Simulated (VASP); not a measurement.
Set up this calculation in VASP 6.6.1, as the native input.

```
Task                   : single point
Functional             : LDA
Potentials or basis    : VASP PAW LDA potentials, release 64 (Nb_sv)
Cutoff                 : 520 eV
k mesh                 : 12 × 12 × 12
Occupations            : fermi-dirac, width 0.1 eV
Spin                   : no spin polarisation
Dipole correction      : no
Further INCAR settings : ALGO = Normal; EDIFF = 1e-07; NBANDS = 12
```

The structure of Nb lies in POSCAR:

```
Nb
1.0
    2.6656001479      0.0000000000      0.0000000000
    0.0000000000      2.6656001479      0.0000000000
    0.0000000000      0.0000000000      2.6656001479
Nb
1
Direct
    0.0000000000      0.0000000000      0.0000000000
```

These files were run (other wordings do the same):

INCAR

```
PREC = Accurate ; ENCUT = 520
EDIFF = 1E-7 ; ISMEAR = -1
SIGMA = 0.1 ; LREAL = False
LASPH = True ; NELM = 80
ALGO = Normal ; ISIF = 2
LWAVE = False ; LCHARG = False
GGA = CA ; NBANDS = 12
```

KPOINTS

```
Automatic mesh
0
Gamma
  12 12 12
```

Potentials or basis: VASP PAW LDA potentials, release 64 (Nb_sv).

Run with:

```sh
$ cat potpaw_LDA.64/Nb_sv/POTCAR > POTCAR
$ mpirun -np 1 vasp_std > vasp.out
```

Results of the run:

```yaml
Pressure: -0.1 GPa
```

Run time: 14 s on 1 thread of Intel(R) Xeon(R) Platinum 8259CL CPU @ 2.50GHz (Skylake/Cascade Lake), on a shared host, peak memory 0.13 GiB.
